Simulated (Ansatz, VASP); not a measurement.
# MgO: VASP beside Ansatz

```
Mg O
1.0
     3.53867    0.00000    0.00000
    -1.76934    3.06458    0.00000
     0.00000    0.00000    4.11537
Mg O
2 2
Direct
  0.66667 0.33333 0.75000
  0.33333 0.66667 0.25000
  0.66667 0.33333 0.25000
  0.33333 0.66667 0.75000
```

Change from the starting cell: strain +0.015 along x and y, -0.015 along z, atoms carried along.

Alike in both runs: task single point; functional PBE; k mesh 6 × 6 × 6; occupations gaussian, width 0.05 eV; no spin polarisation.

```csv
,VASP,Ansatz
version,VASP 6.6.1,Ansatz 0.2.0
potentials or method,"VASP PAW PBE potentials, release 64 (Mg, O), cutoff 520 eV","scalar-relativistic, plane waves, PAW"
valence electrons in the cell,16,32
```

|  | VASP | Ansatz | Ansatz less VASP |
| --- | --- | --- | --- |
| gap on the k mesh at the Fermi level (eV) | 3.40 | 3.42 | +0.017 |
| least direct gap on the mesh (eV) | 3.40 | 3.42 | +0.017 |
| pressure (GPa) | 2.4 | 3.0 | +0.57 |
| traceless stress, the component that is largest in VASP (GPa) | 4.24 | 4.30 | +0.069 |

VASP's potentials hold 16 valence electrons a cell and Ansatz's 32, so a difference there can come from the potentials and not from the codes.
